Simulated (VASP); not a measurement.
# Al2O (P4_2/mmc) in VASP: further runs

The runs below take Al2O through single point, with PBE.

All numbers are computed with VASP 6.6.1; they aren't measurements. Logs are shortened: lines on timing, memory, paths and dates and some standing lists are left out, and cuts for length are marked.

## (1) The cell of the first run

The structure is tetragonal, space group P4_2/mmc (No. 131). The conventional cell has a = 4.602 Å, b = 4.602 Å, c = 4.096 Å, α = 90.00°, β = 90.00°, γ = 90.00°. Within 2.7 Å of Al (site symmetry -4m2) lie 6 Al at 2.05 to 2.52 Å. Al (site symmetry mmm) has 2 O at 2.30 Å and 4 Al at 2.52 Å within 3.0 Å. O (site symmetry mmm) has 2 O at 2.05 Å and 2 Al at 2.30 Å within 2.7 Å.

## (2) Single point, PBE

The input, INCAR:

```
SYSTEM = Al2O
ALGO = Normal
EDIFF = 1E-6
ENCUT = 520
GGA = PE
ISIF = 2
ISMEAR = 0
LASPH = .TRUE.
LCHARG = .FALSE.
LREAL = .FALSE.
LWAVE = .FALSE.
NBANDS = 21
NELM = 60
PREC = Accurate
SIGMA = 0.1
```

The input, KPOINTS:

```
k-points
0
G
  4 4 4
  0 0 0
```

The input, POSCAR:

```
Al2O
1.0
    4.6023649400      0.0000000000      0.0000000000
    0.0000000000      4.6023649400      0.0000000000
    0.0000000000      0.0000000000      4.0957908400
Al O
4 2
Direct
    0.0000000000      0.0000000000      0.2500000000
    0.0000000000      0.0000000000      0.7500000000
    0.0000000000      0.5000000000      0.5000000000
    0.5000000000      0.0000000000      0.0000000000
    0.5000000000      0.5000000000      0.0000000000
    0.5000000000      0.5000000000      0.5000000000
```

Potentials or basis: VASP PAW PBE potentials, release 64 (Al, O).

Started as:

```console
$ cat potpaw_PBE.64/Al/POTCAR potpaw_PBE.64/O/POTCAR > POTCAR
$ mpirun -np 1 vasp_std > vasp.out
```

OUTCAR:

```text
SYSTEM = Al2O
   EDIFF = 1E-6
   ENCUT = 520
   GGA = PE
   ISIF = 2
   ISMEAR = 0
   LASPH = .TRUE.
   LREAL = .FALSE.
   NELM = 60
   PREC = Accurate

 ion  position               nearest neighbor table
   1  0.000  0.000  0.250-   2 2.05   2 2.05   4 2.52   3 2.52   3 2.52   4 2.52
   2  0.000  0.000  0.750-   1 2.05   1 2.05   4 2.52   3 2.52   3 2.52   4 2.52
   3  0.000  0.500  0.500-   6 2.30   6 2.30   1 2.52   1 2.52   2 2.52   2 2.52
   4  0.500  0.000  0.000-   5 2.30   5 2.30   1 2.52   2 2.52   1 2.52   2 2.52
   5  0.500  0.500  0.000-   4 2.30   4 2.30
   6  0.500  0.500  0.500-   3 2.30   3 2.30

  LATTYP: Found a simple tetragonal cell.
 ALAT       =     4.6023649400
 C/A-ratio  =     0.8899317836

  Lattice vectors:

 A1 = (   4.6023649400,   0.0000000000,   0.0000000000)
 A2 = (   0.0000000000,   4.6023649400,   0.0000000000)
 A3 = (   0.0000000000,   0.0000000000,   4.0957908400)

Analysis of symmetry for initial positions (statically):
=====================================================================
 Subroutine PRICEL returns:
 Original cell was already a primitive cell.

 Routine SETGRP: Setting up the symmetry group for a
 simple tetragonal supercell.

 Subroutine GETGRP returns: Found 16 space group operations
 (whereof  8 operations were pure point group operations)
 out of a pool of 16 trial point group operations.

The static configuration has the point symmetry D_2h.
 The point group associated with its full space group is D_4h.

Analysis of symmetry for dynamics (positions and initial velocities):
=====================================================================
 Subroutine PRICEL returns:
 Original cell was already a primitive cell.

 Routine SETGRP: Setting up the symmetry group for a
 simple tetragonal supercell.

 Subroutine GETGRP returns: Found 16 space group operations
 (whereof  8 operations were pure point group operations)
 out of a pool of 16 trial point group operations.

The dynamic configuration has the point symmetry D_2h.
 The point group associated with its full space group is D_4h.

 Subroutine INISYM returns: Found 16 space group operations
 (whereof  8 operations are pure point group operations),
 and found     1 'primitive' translations

----------------------------------------------------------------------------------------

                                     Primitive cell

  volume of cell :      86.7561

  direct lattice vectors                    reciprocal lattice vectors
     4.602364940  0.000000000  0.000000000     0.217279597  0.000000000  0.000000000
     0.000000000  4.602364940  0.000000000     0.000000000  0.217279597  0.000000000
     0.000000000  0.000000000  4.095790840     0.000000000  0.000000000  0.244153093

  length of vectors
     4.602364940  4.602364940  4.095790840     0.217279597  0.217279597  0.244153093

  position of ions in fractional coordinates (direct lattice)
     0.000000000  0.000000000  0.250000000
     0.000000000  0.000000000  0.750000000
     0.000000000  0.500000000  0.500000000
     0.500000000  0.000000000  0.000000000
     0.500000000  0.500000000  0.000000000
     0.500000000  0.500000000  0.500000000

  ion indices of the primitive-cell ions
   primitive index   ion index
                 1           1
                 2           2
                 3           3
                 4           4
                 5           5
                 6           6

----------------------------------------------------------------------------------------

 KPOINTS: k-points

Automatic generation of k-mesh.
 Grid dimensions read from file:
 generate k-points for:    4    4    4

 Generating k-lattice:

  Cartesian coordinates                     Fractional coordinates (reciprocal lattice)
     0.054319899  0.000000000  0.000000000     0.250000000  0.000000000  0.000000000
     0.000000000  0.054319899  0.000000000     0.000000000  0.250000000  0.000000000
     0.000000000  0.000000000  0.061038273     0.000000000  0.000000000  0.250000000

  Length of vectors
     0.054319899  0.054319899  0.061038273

  Shift w.r.t. Gamma in fractional coordinates (k-lattice)
     0.000000000  0.000000000  0.000000000

 Subroutine IBZKPT returns following result:
 ===========================================

 Found     18 irreducible k-points:

 Following reciprocal coordinates:
            Coordinates               Weight
  0.000000  0.000000  0.000000      1.000000
  0.250000  0.000000  0.000000      4.000000
  0.500000  0.000000  0.000000      2.000000
  0.250000  0.250000  0.000000      4.000000
  0.500000  0.250000  0.000000      4.000000
  0.500000  0.500000  0.000000      1.000000
[... 10 lines left out ...]
  0.500000  0.250000  0.500000      4.000000
  0.500000  0.500000  0.500000      1.000000
   k-points           NKPTS =     18   k-points in BZ     NKDIM =     18   number of bands    NBANDS=     21
   number of dos      NEDOS =    301   number of ions     NIONS =      6
   total plane-waves  NPLWV =  38880
   dimension x,y,z NGX =    36 NGY =   36 NGZ =   30
   dimension x,y,z NGXF=    72 NGYF=   72 NGZF=   60
   ions per type =               4   2
   NGX,Y,Z   is equivalent  to a cutoff of  13.00, 13.00, 12.18 a.u.
   NGXF,Y,Z  is equivalent  to a cutoff of  26.01, 26.01, 24.35 a.u.
 SYSTEM =  Al2O
   PREC   = accura    normal or accurate (medium, high low for compatibility)
   ISTART =      0    job   : 0-new  1-cont  2-samecut
   ICHARG =      2    charge: 1-file 2-atom 10-const
   ISPIN  =      1    spin polarized calculation?
   LNONCOLLINEAR =      F non collinear calculations
   LSORBIT =      F    spin-orbit coupling
   LASPH  =      T    aspherical Exc in radial PAW
   ENCUT  =  520.0 eV  38.22 Ry    6.18 a.u.   8.56  8.56  7.62*2*pi/ulx,y,z
   NELM   =     60;   NELMIN=  2; NELMDL= -5     # of ELM steps
   EDIFF  = 0.1E-05   stopping-criterion for ELM
   LREAL  =      F    real-space projection
   EDIFFG = 0.1E-04   stopping-criterion for IOM
   NSW    =      0    number of steps for IOM
   IBRION =     -1    ionic relax: 0-MD 1-quasi-New 2-CG
   NFREE  =      0    steps in history (QN), initial steepest desc. (CG)
   ISIF   =      2    stress and relaxation
   ISYM   =      2    0-nonsym 1-usesym 2-fastsym
   POTIM  = 0.5000    time-step for ionic-motion
   TEBEG  =    0.0;   TEEND  =   0.0 temperature during run
   PSTRESS=    0.0 pullay stress
   NELECT =      24.0000    total number of electrons
   NUPDOWN=      -1.0000    fix difference up-down
   EMIN   =  10.00;   EMAX   =-10.00  energy-range for DOS
   EFERMI =   0.00;   METHOD = LEGACY
   ISMEAR =     0;   SIGMA  =   0.10  broadening in eV -4-tet -1-fermi 0-gaus
   EFERMI_NEDOS =   21; number of points for ismear=-14 and -15
   IALGO  =     38    algorithm
   IMIX   =      4    mixing-type and parameters
     AMIX     =   0.40;   BMIX     =  1.00
     AMIX_MAG =   1.60;   BMIX_MAG =  1.00
  volume/ion in A,a.u.               =      14.46        97.58
  Fermi-wavevector in a.u.,A,eV,Ry     =   1.066707  2.015785 15.481587  1.137865
  Thomas-Fermi vector in A             =   2.202300
   LORBIT       =      0    0 simple, 1 ext, 2 COOP (PROOUT), +10 PAW based schemes
   GGA     = PE    functional components
   LHFCALC =     F    Hartree Fock is set to
   AEXX    =    0.0000 exact exchange contribution
   IVDW    =     0    specifies the selected vdW correction
   LEPSILON=     F    determine dielectric tensor
   LRPA    =     F    only Hartree local field effects (RPA)
 non-spin polarized calculation
 Gauss-broadening in eV      SIGMA  =   0.10
  energy-cutoff  :      520.00
  volume of cell :       86.76
 maximum number of plane-waves:      2383
 NGX is ok and might be reduce to    36
   NGX = 17   NGY = 17   NGZ = 15

 number of electron      24.0000012 magnetization

 Free energy of the ion-electron system (eV)
  ---------------------------------------------------
  ext. energy  EPLUGINS =         0.00000000
  ---------------------------------------------------
  free energy    TOTEN  =       -21.19369260 eV

  energy without entropy =      -21.18270453  energy(sigma->0) =      -21.18819857

 E-fermi :   5.9990     XC(G=0): -10.0230

 val. band max:        5.9655426914   @ k =   0.5000   0.0000   0.0000
 cond. band min:       6.0116579397   @ k =   0.5000   0.5000   0.5000
 fundamental gap:      0.0461152483
 Fermi energy:         5.9990013258

 k-point     1 :       0.0000    0.0000    0.0000
  band No.  band energies     occupation
      1     -12.7473      2.00000
      2      -9.7447      2.00000
      3      -3.7109      2.00000
      4       0.2102      2.00000
      5       0.6646      2.00000
      6       0.6646      2.00000
[... 13 lines left out ...]
     20      11.0717      0.00000
     21      11.0717      0.00000

 k-point     2 :       0.2500    0.0000    0.0000
  band No.  band energies     occupation
      1     -12.7265      2.00000
      2      -9.7377      2.00000
      3      -3.7376      2.00000
      4       0.2604      2.00000
      5       0.2932      2.00000
      6       0.8946      2.00000
[... 13 lines left out ...]
     20      11.1951      0.00000
     21      12.4607      0.00000

 k-point     3 :       0.5000    0.0000    0.0000
  band No.  band energies     occupation
      1     -12.7058      2.00000
      2      -9.7307      2.00000
      3      -3.7797      2.00000
      4       0.3125      2.00000
      5       0.3190      2.00000
      6       1.2242      2.00000
[... 13 lines left out ...]
     20      11.4759      0.00000
     21      12.3470      0.00000
[... 313 lines left out ...]
 k-point    17 :       0.5000    0.2500    0.5000
  band No.  band energies     occupation
      1     -11.4773      2.00000
      2     -11.4663      2.00000
      3      -1.6793      2.00000
      4      -1.0970      2.00000
      5       0.2579      2.00000
      6       1.2875      2.00000
[... 13 lines left out ...]
     20      12.7442      0.00000
     21      13.4997      0.00000

 k-point    18 :       0.5000    0.5000    0.5000
  band No.  band energies     occupation
      1     -11.4591      2.00000
      2     -11.4591      2.00000
      3      -0.7499      2.00000
      4      -0.7499      2.00000
      5      -0.2460      2.00000
      6      -0.2460      2.00000
[... 13 lines left out ...]
     20      12.8539      0.00000
     21      14.0041      0.00000

------------------------ aborting loop because EDIFF is reached ----------------------------------------

  FORCE on cell =-STRESS in cart. coord.  units (eV):
  Direction    XX          YY          ZZ          XY          YZ          ZX
  --------------------------------------------------------------------------------------
  -------------------------------------------------------------------------------------
  Total        0.4862193      0.4862193     24.9520296      0.0000000      0.0000000      0.0000000
  in kB        8.9793090      8.9793090    460.8043644      0.0000000      0.0000000      0.0000000
  external PRESSURE =     159.5876608 kB  Pullay stress =       0.0000000 kB

 VOLUME and BASIS-vectors are now :
 -----------------------------------------------------------------------------
  energy-cutoff  :      520.00
  volume of cell :       86.76
      direct lattice vectors                 reciprocal lattice vectors
     4.602364940  0.000000000  0.000000000     0.217279597  0.000000000  0.000000000
     0.000000000  4.602364940  0.000000000     0.000000000  0.217279597  0.000000000
     0.000000000  0.000000000  4.095790840     0.000000000  0.000000000  0.244153093

 POSITION                                       TOTAL-FORCE (eV/Angst)
 -----------------------------------------------------------------------------------
      0.00000      0.00000      1.02395         0.000000      0.000000      0.000000
      0.00000      0.00000      3.07184        -0.000000      0.000000      0.000000
      0.00000      2.30118      2.04790         0.000000      0.000000     -0.000000
      2.30118      0.00000      0.00000         0.000000      0.000000     -0.000000
      2.30118      2.30118      0.00000         0.000000      0.000000     -0.000000
      2.30118      2.30118      2.04790         0.000000      0.000000     -0.000000
 -----------------------------------------------------------------------------------
    total drift:                                0.000000      0.000000      0.000000

  FREE ENERGIE OF THE ION-ELECTRON SYSTEM (eV)
  ---------------------------------------------------
  free  energy   TOTEN  =       -21.1936926038 eV

  energy  without entropy=      -21.1827045273  energy(sigma->0) =      -21.18819857
```

It took 20 s on 1 thread of Intel Xeon Platinum 8559C (Emerald Rapids), shared host; peak memory 0.18 GiB.

Results:

```
Free energy            : -21.1937 eV
Pressure               : 16.0 GPa
Band gap on the k mesh : zero (band 12 reaches 7.38 eV, above the bottom of band 13 at 4.69 eV)
```

Caveat: the k points lie up to 0.38 Å⁻¹ apart.

[end of part 1 of 2]
